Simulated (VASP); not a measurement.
BeAlS3: single point with PBE

Crystal: BeAlS3.

```
Be Al S
1.0
     4.24285    0.00000    0.00000
     0.00000    4.24285    0.00000
     0.00000    0.00000    4.26215
Be Al S
1 1 3
Direct
  0.00000 0.00000 0.00000
  0.50000 0.50000 0.48200
  0.50000 0.50000 0.01600
  0.50000 0.00000 0.51500
  0.00000 0.50000 0.51500
```

| Quantity | Value |
| --- | --- |
| Program | VASP 6.6.1 |
| Task | single point |
| Functional | PBE |
| Potentials or basis | VASP PAW PBE potentials, release 64 (Be, Al, S) |
| Cutoff | 520 eV |
| k mesh | 4 × 4 × 4 |
| Occupations | gaussian, width 0.1 eV |
| Spin | no spin polarisation |

```
Pressure      : 26.4 GPa
Largest force : 4.107 eV/Å
```

Forces in eV/Å, atoms in the order of the input:
```
Be   0.000  0.000 -0.282
Al   0.000  0.000  3.227
S    0.000  0.000 -4.107
S    0.000  0.000  0.581
S    0.000  0.000  0.581
```

Stress tensor (GPa, compression positive):
```
24.54  0.00  0.00
 0.00 24.54  0.00
 0.00  0.00 30.00
```

Levels at points of the mesh, in eV from the Fermi level:
| k point | band 8 | band 9 | band 10 | band 11 | band 12 | band 13 | band 14 | band 15 | band 16 | band 17 |
| --- | --- | --- | --- | --- | --- | --- | --- | --- | --- | --- |
| (0.00, 0.00, 0.00) | -0.98 | -0.98 | -0.98 | -0.62 | -0.62 | -0.62 | 3.71 | 4.64 | 4.64 | 4.70 |
| (0.50, 0.00, 0.00) | -3.05 | -3.01 | -2.03 | -0.48 | -0.46 | 1.86 | 1.98 | 4.16 | 4.17 | 5.36 |
| (0.50, 0.50, 0.00) | -2.78 | -2.54 | -2.54 | -1.28 | 1.22 | 1.34 | 2.11 | 4.25 | 4.25 | 7.17 |
| (0.00, 0.00, 0.50) | -3.00 | -3.00 | -2.01 | -0.45 | -0.45 | 1.81 | 1.94 | 4.20 | 4.20 | 5.34 |
| (0.50, 0.00, 0.50) | -2.72 | -2.58 | -2.55 | -1.32 | 1.20 | 1.40 | 2.13 | 4.20 | 4.21 | 7.02 |
| (0.50, 0.50, 0.50) | -1.74 | -1.25 | -1.21 | 1.27 | 1.27 | 1.29 | 5.62 | 5.62 | 5.66 | 5.86 |

Wall time 18 s on 1 thread of Intel(R) Xeon(R) Platinum 8375C CPU @ 2.90GHz (Ice Lake) (shared host), peak memory 0.18 GiB.

Caveat: the k points lie up to 0.37 Å⁻¹ apart; forces of over 1 eV/Å act on the atoms, so gaps and moduli don't describe the material at rest.
